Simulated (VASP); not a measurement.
A run of VASP 6.6.1 is set up as follows.

Contents of INCAR:

```
PREC = Accurate
ENCUT = 520
EDIFF = 1E-7
ISMEAR = 0
SIGMA = 0.1
LREAL = False
LASPH = True
NELM = 150
ALGO = Normal
ISIF = 2
LWAVE = False
LCHARG = False
ISPIN = 2
MAGMOM = 1 -1 0 0 0 0
LORBIT = 11
LMAXMIX = 4
GGA = PE
NBANDS = 38
```

The input KPOINTS:

```
regular mesh
0
Gamma
  4 4 4
```

The input POSCAR:

```
TiMoS4
1.0
    0.0000000000      3.5787693428      3.5787693428
    3.5787693428      0.0000000000      3.5787693428
    3.5787693428      3.5787693428      0.0000000000
Ti Mo S
1 1 4
Direct
    0.7500000000      0.7500000000      0.7500000000
    0.0000000000      0.0000000000      0.0000000000
    0.3752598544      0.3752598544      0.8742204369
    0.8742204369      0.3752598544      0.3752598544
    0.3752598544      0.3752598544      0.3752598544
    0.3752598544      0.8742204369      0.3752598544
```

Potentials or basis: VASP PAW PBE potentials, release 64 (Ti_sv, Mo_sv, S).

Run with:

```sh
$ cat potpaw_PBE.64/Ti_sv/POTCAR potpaw_PBE.64/Mo_sv/POTCAR potpaw_PBE.64/S/POTCAR > POTCAR
$ mpirun -np 1 vasp_std > vasp.out
```

Q: What does it give for the largest force?

A: 0.011 eV/Å.

Q: Estimate the pressure.

A: -0.1 GPa.

Q: What does it give for the net moment?

A: -0.73 μB per cell.

Q: What does it give for the site moments?

A: Ti -0.30; Mo -0.12; S -0.02 μB.

Forces on the atoms (eV/Å):
```
Ti   0.000  0.000  0.000
Mo   0.000  0.000  0.000
S    0.006  0.006 -0.006
S   -0.006  0.006  0.006
S   -0.006 -0.006 -0.006
S    0.006 -0.006  0.006
```

Caveat: the k points lie up to 0.38 Å⁻¹ apart.
